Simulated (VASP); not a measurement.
# PbS (Pm-3m) in VASP: settings compared, part 2 of 2

VASP 6.6.1. Earlier steps stand in the parts before.

### Step 4. Single point, HSE06

Input file POSCAR:

```
PbS
1.0
    3.6351320118      0.0000000000      0.0000000000
    0.0000000000      3.6351320118      0.0000000000
    0.0000000000      0.0000000000      3.6351320118
Pb S
1 1
Direct
    0.0000000000      0.0000000000      0.0000000000
    0.5000000000      0.5000000000      0.5000000000
```

Input file INCAR.step1:

```
SYSTEM = PbS
  PREC = Accurate
  ENCUT = 520
  EDIFF = 1E-5
  ISMEAR = -1
  SIGMA = 0.02
  LREAL = .FALSE.
  LASPH = .TRUE.
  NELM = 80
  ALGO = Normal
  ISIF = 2
  LWAVE = .TRUE.
  NBANDS = 17
  GGA = PE
```

Input file INCAR.step2:

```
SYSTEM = PbS
  PREC = Accurate
  ENCUT = 520
  EDIFF = 1E-6
  ISMEAR = -1
  SIGMA = 0.02
  LREAL = .FALSE.
  LASPH = .TRUE.
  NELM = 80
  ALGO = Normal
  ISIF = 2
  LWAVE = .FALSE.
  LCHARG = .TRUE.
  GGA = PE
  LHFCALC = .TRUE.
  HFSCREEN = 0.2079
  PRECFOCK = Normal
  LELF = .TRUE.
  LVHAR = .TRUE.
  NBANDS = 17
  ISTART = 1
```

Input file KPOINTS:

```
Automatic mesh
0
G
  4 4 4
  0 0 0
```

Potentials or basis: VASP PAW PBE potentials, release 64 (Pb_d, S).

On the command line:

```console
$ cat potpaw_PBE.64/Pb_d/POTCAR potpaw_PBE.64/S/POTCAR > POTCAR
$ cp INCAR.step1 INCAR
$ mpirun -np 1 vasp_std > vasp.out
$ cp INCAR.step2 INCAR
$ mpirun -np 1 vasp_std > vasp.out
```

OUTCAR:

```text
SYSTEM = PbS
   PREC = Accurate
   ENCUT = 520
   EDIFF = 1E-6
   ISMEAR = -1
   LREAL = .FALSE.
   LASPH = .TRUE.
   NELM = 80
   ISIF = 2
   GGA = PE
   LHFCALC = .TRUE.
   HFSCREEN = 0.2079
   PRECFOCK = Normal
   ISTART = 1

 ion  position               nearest neighbor table
   1  0.000  0.000  0.000-   2 3.15   2 3.15   2 3.15   2 3.15   2 3.15   2 3.15   2 3.15   2 3.15

   2  0.500  0.500  0.500-   1 3.15   1 3.15   1 3.15   1 3.15   1 3.15   1 3.15   1 3.15   1 3.15

  LATTYP: Found a simple cubic cell.
[... 383 lines left out ...]

  FORCE on cell =-STRESS in cart. coord.  units (eV):
  Direction    XX          YY          ZZ          XY          YZ          ZX
  --------------------------------------------------------------------------------------
  -------------------------------------------------------------------------------------
  Total       -0.5258828     -0.5258828     -0.5258828     -0.0000000      0.0000000      0.0000000
  in kB      -17.5403801    -17.5403801    -17.5403801     -0.0000000      0.0000000      0.0000000
  external PRESSURE =     -17.5403801 kB  Pullay stress =       0.0000000 kB

 VOLUME and BASIS-vectors are now :
 -----------------------------------------------------------------------------
  energy-cutoff  :      520.00
  volume of cell :       48.04
      direct lattice vectors                 reciprocal lattice vectors
     3.635132012  0.000000000  0.000000000     0.275093173  0.000000000  0.000000000
     0.000000000  3.635132012  0.000000000     0.000000000  0.275093173  0.000000000
     0.000000000  0.000000000  3.635132012     0.000000000  0.000000000  0.275093173

 POSITION                                       TOTAL-FORCE (eV/Angst)
 -----------------------------------------------------------------------------------
      0.00000      0.00000      0.00000         0.000000      0.000000      0.000000
      1.81757      1.81757      1.81757         0.000000      0.000000      0.000000
 -----------------------------------------------------------------------------------
    total drift:                               -0.000004      0.000001      0.000000

  FREE ENERGIE OF THE ION-ELECTRON SYSTEM (eV)
  ---------------------------------------------------
  free  energy   TOTEN  =        -9.7785890449 eV

  energy  without entropy=       -9.7785023243  energy(sigma->0) =       -9.77854568
```

OUTCAR.step1:

```text
SYSTEM = PbS
   PREC = Accurate
   ENCUT = 520
   EDIFF = 1E-5
   ISMEAR = -1
   LREAL = .FALSE.
[... 406 lines left out ...]
      0.00000      0.00000      0.00000         0.000000      0.000000      0.000000
      1.81757      1.81757      1.81757         0.000000      0.000000      0.000000
 -----------------------------------------------------------------------------------
    total drift:                               -0.000000      0.000000      0.000000

  FREE ENERGIE OF THE ION-ELECTRON SYSTEM (eV)
  ---------------------------------------------------
  free  energy   TOTEN  =        -8.1825858939 eV

  energy  without entropy=       -8.1824255312  energy(sigma->0) =       -8.18250571
```

OSZICAR.step1:

```text
N       E                     dE             d eps       ncg     rms          rms(c)
DAV:   1     0.159803571688E+03    0.15980E+03   -0.10018E+04   340   0.127E+03
DAV:   2     0.269486933131E+01   -0.15711E+03   -0.15085E+03   373   0.325E+02
DAV:   3    -0.861498138834E+01   -0.11310E+02   -0.11203E+02   425   0.890E+01
DAV:   4    -0.885866381611E+01   -0.24368E+00   -0.24354E+00   431   0.140E+01
DAV:   5    -0.886732331859E+01   -0.86595E-02   -0.86591E-02   486   0.265E+00    0.436E+00
DAV:   6    -0.819198172942E+01    0.67534E+00   -0.17013E+00   506   0.931E+00    0.314E+00
DAV:   7    -0.818595345746E+01    0.60283E-02   -0.12662E-01   382   0.188E+00    0.180E+00
DAV:   8    -0.818254816361E+01    0.34053E-02   -0.13200E-02   402   0.108E+00    0.253E-01
DAV:   9    -0.818250735189E+01    0.40812E-04   -0.10087E-03   453   0.225E-01    0.971E-02
DAV:  10    -0.818259315621E+01   -0.85804E-04   -0.17155E-04   394   0.935E-02    0.591E-02
DAV:  11    -0.818258589389E+01    0.72623E-05   -0.20202E-05   272   0.412E-02
   1 F= -.81825859E+01 E0= -.81825057E+01  d E =-.160363E-03
```

Run time: 8.7 min. Hardware: 1 thread of Intel Xeon Platinum 8259CL at 2.50GHz (Skylake/Cascade Lake), shared host; peak memory 0.28 GiB.

Results:

```yaml
Free_energy: -9.7786 eV
Pressure: -1.8 GPa
Band_gap_on_the_k_mesh: zero (bands 10 and 11 overlap by 0.23 eV)
```

Caveat: the k points lie up to 0.43 Å⁻¹ apart; the structure was generated, so it needn't be the stable form of PbS; the PAW data sets were made with another functional, which shifts forces and pressure a little; spin-orbit coupling is left out, which moves the levels of the heavy elements.

### Step 5. The runs side by side

```csv
level,share of exact exchange,screening parameter,gap on the mesh (eV),pressure (GPa)
PBE-based screened hybrid with 35 % exact exchange,0.35,0.3 1/Å,none,-2.1
PBE-based global hybrid with 100 % exact exchange,1,-,none,-7.1
HSE06,0.25,0.2079 1/Å,none,-1.8
```

Alike in all rows: task single point; potentials or basis VASP PAW PBE potentials, release 64 (Pb_d, S); no spin polarisation; cell as given; k mesh 4 × 4 × 4; cutoff (eV) 520; smearing fermi-dirac 0.02 eV.

Caveats: all runs use coarse meshes; the structure was generated, so it needn't be the stable form of PbS; the PAW data sets were made with another functional, which shifts forces and pressure a little; spin-orbit coupling is left out, which moves the levels of the heavy elements.

Total energies depend on the potentials used, so only differences within one code and one set of settings carry meaning.
